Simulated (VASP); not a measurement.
# SiO2 (Ia-3) in VASP: notebook

SiO2 is run at these levels: r2SCAN; tasks: single point.

Program: VASP 6.6.1. These are calculated values, not measurements. Logs are shortened: lines on timing, memory, paths and dates and some standing lists are left out, and cuts for length are marked.

## Step 1: The cell of the first run

Symmetry: Ia-3, No. 206, cubic system. Conventional cell: a = 8.095 Å, b = 8.095 Å, c = 8.095 Å, α = 90.00°, β = 90.00°, γ = 90.00°. Si (site symmetry 3) has 4 O at 1.59 to 1.61 Å within 2.1 Å. O (site symmetry 2) has 2 Si at 1.61 Å within 2.1 Å. Within 2.1 Å of O (site symmetry -3) lie 2 Si at 1.59 Å.

## Step 2: Single point, r2SCAN (11.05 Å³/atom)

File POSCAR:

```
SiO2
1.0
   -4.0473413510      4.0473413510      4.0473413510
    4.0473413510     -4.0473413510      4.0473413510
    4.0473413510      4.0473413510     -4.0473413510
Si O
8 16
Direct
    0.5000000000      0.0000000000      0.7733756550
    0.2733756550      0.2733756550      0.2733756550
    0.5000000000      0.0000000000      0.2266243450
    0.7266243450      0.7266243450      0.7266243450
    0.7733756550      0.5000000000      0.0000000000
    0.0000000000      0.2266243450      0.5000000000
    0.2266243450      0.5000000000      0.0000000000
    0.0000000000      0.7733756550      0.5000000000
    0.7031383288      0.9531383288      0.7500000000
    0.7500000000      0.7031383288      0.9531383288
    0.7968616712      0.5468616712      0.2500000000
    0.7500000000      0.2031383288      0.4531383288
    0.0468616712      0.2500000000      0.2968616712
    0.5000000000      0.0000000000      0.0000000000
    0.2500000000      0.7968616712      0.5468616712
    0.4531383288      0.7500000000      0.2031383288
    0.2968616712      0.0468616712      0.2500000000
    0.2031383288      0.4531383288      0.7500000000
    0.9531383288      0.7500000000      0.7031383288
    0.5000000000      0.5000000000      0.5000000000
    0.2500000000      0.2968616712      0.0468616712
    0.0000000000      0.5000000000      0.0000000000
    0.0000000000      0.0000000000      0.5000000000
    0.5468616712      0.2500000000      0.7968616712
```

File INCAR.step1:

```
SYSTEM = SiO2
PREC = Accurate
ENCUT = 520
ISMEAR = 0
SIGMA = 0.02
LREAL = Auto
LASPH = .TRUE.
NELM = 80
NBANDS = 82
GGA = PE
ALGO = Normal
EDIFF = 1E-4
LWAVE = .TRUE.
LCHARG = .FALSE.
```

File INCAR.step2:

```
SYSTEM = SiO2
PREC = Accurate
ENCUT = 520
EDIFF = 1E-6
ISMEAR = 0
SIGMA = 0.02
LREAL = Auto
LASPH = .TRUE.
NELM = 80
ALGO = Normal
ISIF = 2
LWAVE = .FALSE.
LCHARG = .TRUE.
METAGGA = R2SCAN
LMIXTAU = .TRUE.
LELF = .TRUE.
LVHAR = .TRUE.
NBANDS = 82
ISTART = 1
```

File KPOINTS:

```
regular mesh
0
G
  4 4 4
  0 0 0
```

Potentials or basis: VASP PAW PBE potentials, release 64 (Si, O).

Launch:

```console
> cat potpaw_PBE.64/Si/POTCAR potpaw_PBE.64/O/POTCAR > POTCAR
> cp INCAR.step1 INCAR
> mpirun -np 1 vasp_std > vasp.out
> cp INCAR.step2 INCAR
> mpirun -np 1 vasp_std > vasp.out
```

OUTCAR:

```text
SYSTEM = SiO2
   PREC = Accurate
   ENCUT = 520
   EDIFF = 1E-6
   ISMEAR = 0
   LREAL = Auto
   LASPH = .TRUE.
   NELM = 80
   ISIF = 2
   METAGGA = R2SCAN
   ISTART = 1

 ion  position               nearest neighbor table
   1  0.500  0.000  0.773-  14 1.59   9 1.61  15 1.61  24 1.61   4 2.87   5 2.87   8 2.87
   2  0.273  0.273  0.273-  20 1.59  13 1.61  17 1.61  21 1.61   6 2.87   7 2.87   3 2.87
   3  0.500  0.000  0.227-  14 1.59  12 1.61  16 1.61  17 1.61   2 2.87   6 2.87   7 2.87
   4  0.727  0.727  0.727-  20 1.59  19 1.61   9 1.61  10 1.61   5 2.87   8 2.87   1 2.87
   5  0.773  0.500  0.000-  22 1.59  11 1.61  10 1.61  24 1.61   4 2.87   8 2.87   1 2.87
   6  0.000  0.227  0.500-  23 1.59  13 1.61  18 1.61  12 1.61   2 2.87   7 2.87   3 2.87
   7  0.227  0.500  0.000-  22 1.59  18 1.61  21 1.61  16 1.61   2 2.87   3 2.87   6 2.87
   8  0.000  0.773  0.500-  23 1.59  15 1.61  19 1.61  11 1.61   1 2.87   4 2.87   5 2.87
   9  0.703  0.953  0.750-   1 1.61   4 1.61
  10  0.750  0.703  0.953-   4 1.61   5 1.61
  11  0.797  0.547  0.250-   5 1.61   8 1.61
  12  0.750  0.203  0.453-   3 1.61   6 1.61
  13  0.047  0.250  0.297-   2 1.61   6 1.61
  14  0.500  0.000  0.000-   1 1.59   3 1.59
[... 8 lines left out ...]
  23  0.000  0.000  0.500-   6 1.59   8 1.59
  24  0.547  0.250  0.797-   1 1.61   5 1.61

  LATTYP: Found a body centered cubic cell.
 ALAT       =     8.0946827020

  Lattice vectors:

 A1 = (  -4.0473413510,   4.0473413510,   4.0473413510)
 A2 = (   4.0473413510,  -4.0473413510,   4.0473413510)
 A3 = (   4.0473413510,   4.0473413510,  -4.0473413510)

Analysis of symmetry for initial positions (statically):
=====================================================================
 Subroutine PRICEL returns:
 Original cell was already a primitive cell.

 Routine SETGRP: Setting up the symmetry group for a
 body centered cubic supercell.

 Subroutine GETGRP returns: Found 24 space group operations
 (whereof  6 operations were pure point group operations)
 out of a pool of 48 trial point group operations.

The static configuration has the point symmetry S_6 .
 The point group associated with its full space group is T_h .

Analysis of symmetry for dynamics (positions and initial velocities):
=====================================================================
 Subroutine PRICEL returns:
 Original cell was already a primitive cell.

 Routine SETGRP: Setting up the symmetry group for a
 body centered cubic supercell.

 Subroutine GETGRP returns: Found 24 space group operations
 (whereof  6 operations were pure point group operations)
 out of a pool of 48 trial point group operations.

The dynamic configuration has the point symmetry S_6 .
 The point group associated with its full space group is T_h .

 Subroutine INISYM returns: Found 24 space group operations
 (whereof  6 operations are pure point group operations),
 and found     1 'primitive' translations

----------------------------------------------------------------------------------------

                                     Primitive cell

  volume of cell :     265.1975

  direct lattice vectors                    reciprocal lattice vectors
    -4.047341351  4.047341351  4.047341351     0.000000000  0.123537887  0.123537887
     4.047341351 -4.047341351  4.047341351     0.123537887  0.000000000  0.123537887
     4.047341351  4.047341351 -4.047341351     0.123537887  0.123537887  0.000000000

  length of vectors
     7.010200856  7.010200856  7.010200856     0.174708956  0.174708956  0.174708956

  position of ions in fractional coordinates (direct lattice)
     0.500000000  0.000000000  0.773375655
     0.273375655  0.273375655  0.273375655
     0.500000000  0.000000000  0.226624345
     0.726624345  0.726624345  0.726624345
     0.773375655  0.500000000  0.000000000
     0.000000000  0.226624345  0.500000000
[... 16 lines left out ...]
     0.000000000  0.000000000  0.500000000
     0.546861671  0.250000000  0.796861671

  ion indices of the primitive-cell ions
   primitive index   ion index
[... 47 lines left out ...]
  Thomas-Fermi vector in A             =   2.416377
   LORBIT       =      0    0 simple, 1 ext, 2 COOP (PROOUT), +10 PAW based schemes
   METAGGA = R2SCAN    functional components
   LHFCALC =     F    Hartree Fock is set to
   AEXX    =    0.0000 exact exchange contribution
   IVDW    =     0    specifies the selected vdW correction
   LEPSILON=     F    determine dielectric tensor
   LRPA    =     F    only Hartree local field effects (RPA)
 non-spin polarized calculation
 Gauss-broadening in eV      SIGMA  =   0.02
  energy-cutoff  :      520.00
  volume of cell :      265.20
 maximum number of plane-waves:      7166
 NGX is ok and might be reduce to    54
   NGX = 27   NGY = 27   NGZ = 27

 number of electron     127.9999939 magnetization

 Free energy of the ion-electron system (eV)
  ---------------------------------------------------
  ext. energy  EPLUGINS =         0.00000000
  ---------------------------------------------------
  free energy    TOTEN  =      -237.08083662 eV

  energy without entropy =     -237.08083662  energy(sigma->0) =     -237.08083662

 E-fermi :   1.7920     XC(G=0): -10.5230

 val. band max:        1.6478830963   @ k =   0.5000   0.5000   0.5000
 cond. band min:       8.7391510947   @ k =   0.0000   0.0000   0.0000
 fundamental gap:      7.0912679984
 Fermi energy:         1.7919685118

 k-point     1 :       0.0000    0.0000    0.0000
  band No.  band energies     occupation
      1     -18.8961      2.00000
      2     -18.1783      2.00000
      3     -17.7062      2.00000
      4     -17.7062      2.00000
      5     -17.7062      2.00000
      6     -17.2702      2.00000
[... 68 lines left out ...]
     75      13.5706      0.00000
     76      13.5706      0.00000

 k-point     2 :       0.2500    0.0000    0.0000
  band No.  band energies     occupation
      1     -18.7841      2.00000
      2     -18.2106      2.00000
      3     -17.9471      2.00000
      4     -17.8617      2.00000
      5     -17.6366      2.00000
      6     -17.3377      2.00000
[... 466 lines left out ...]
 k-point     8 :       0.5000    0.5000    0.5000
  band No.  band energies     occupation
      1     -18.2557      2.00000
      2     -18.2557      2.00000
      3     -18.2557      2.00000
      4     -17.8783      2.00000
      5     -17.8783      2.00000
      6     -17.8783      2.00000
[... 68 lines left out ...]
     75      12.6520      0.00000
     76      12.6520      0.00000
 [bands above 76 left out]

------------------------ aborting loop because EDIFF is reached ----------------------------------------

  FORCE on cell =-STRESS in cart. coord.  units (eV):
  Direction    XX          YY          ZZ          XY          YZ          ZX
  --------------------------------------------------------------------------------------
  -------------------------------------------------------------------------------------
  Total       13.2814242     13.2814242     13.2814242      0.0000000      0.0000000      0.0000000
  in kB       80.2390423     80.2390423     80.2390423      0.0000000      0.0000000      0.0000000
  external PRESSURE =      80.2390423 kB  Pullay stress =       0.0000000 kB

 VOLUME and BASIS-vectors are now :
 -----------------------------------------------------------------------------
  energy-cutoff  :      520.00
  volume of cell :      265.20
      direct lattice vectors                 reciprocal lattice vectors
    -4.047341351  4.047341351  4.047341351     0.000000000  0.123537887  0.123537887
     4.047341351 -4.047341351  4.047341351     0.123537887  0.000000000  0.123537887
     4.047341351  4.047341351 -4.047341351     0.123537887  0.123537887  0.000000000

 POSITION                                       TOTAL-FORCE (eV/Angst)
 -----------------------------------------------------------------------------------
      1.10644      5.15379     -1.10644        -0.000935     -0.000935      0.000935
      1.10644      1.10644      1.10644        -0.000935     -0.000935     -0.000935
     -1.10644      2.94090      1.10644         0.000935      0.000935     -0.000935
      2.94090      2.94090      2.94090         0.000935      0.000935      0.000935
     -1.10644      1.10644      5.15379         0.000935     -0.000935     -0.000935
      2.94090      1.10644     -1.10644         0.000935     -0.000935      0.000935
[... 16 lines left out ...]
      2.02367      2.02367     -2.02367         0.000000     -0.000000     -0.000000
      2.02367      4.42667      0.00000        -0.000000     -0.025431      0.000000
 -----------------------------------------------------------------------------------
    total drift:                                0.000000      0.000000      0.000000

  FREE ENERGIE OF THE ION-ELECTRON SYSTEM (eV)
  ---------------------------------------------------
  free  energy   TOTEN  =      -237.0808366155 eV

  energy  without entropy=     -237.0808366155  energy(sigma->0) =     -237.08083662
```

It took 15 min on 1 thread of AMD EPYC 9R45 (Zen 5), shared host; peak memory 0.43 GiB.

Results:

```yaml
Free_energy: -237.0808 eV
Pressure: 8.0 GPa
Largest_force: 0.025 eV/Å
Band_gap_on_the_k_mesh: 7.09 eV (least direct gap 7.20 eV)
```

Forces in eV/Å, atoms in the order of the input:
```
Si  -0.001 -0.001  0.001
Si  -0.001 -0.001 -0.001
Si   0.001  0.001 -0.001
Si   0.001  0.001  0.001
Si   0.001 -0.001 -0.001
Si   0.001 -0.001  0.001
Si  -0.001  0.001  0.001
Si  -0.001  0.001 -0.001
O    0.000  0.000  0.025
O    0.025  0.000  0.000
O    0.000  0.000 -0.025
O    0.025  0.000  0.000
O    0.000 -0.025  0.000
O    0.000  0.000  0.000
O   -0.025  0.000  0.000
O    0.000  0.025  0.000
O    0.000  0.000 -0.025
O    0.000  0.000  0.025
O    0.000  0.025  0.000
O    0.000  0.000  0.000
O   -0.025  0.000  0.000
O    0.000  0.000  0.000
O    0.000  0.000  0.000
O    0.000 -0.025  0.000
```

Caveat: the cell stands under pressure; the PAW data sets were made with another functional, which shifts forces and pressure a little.

[end of part 1 of 2]
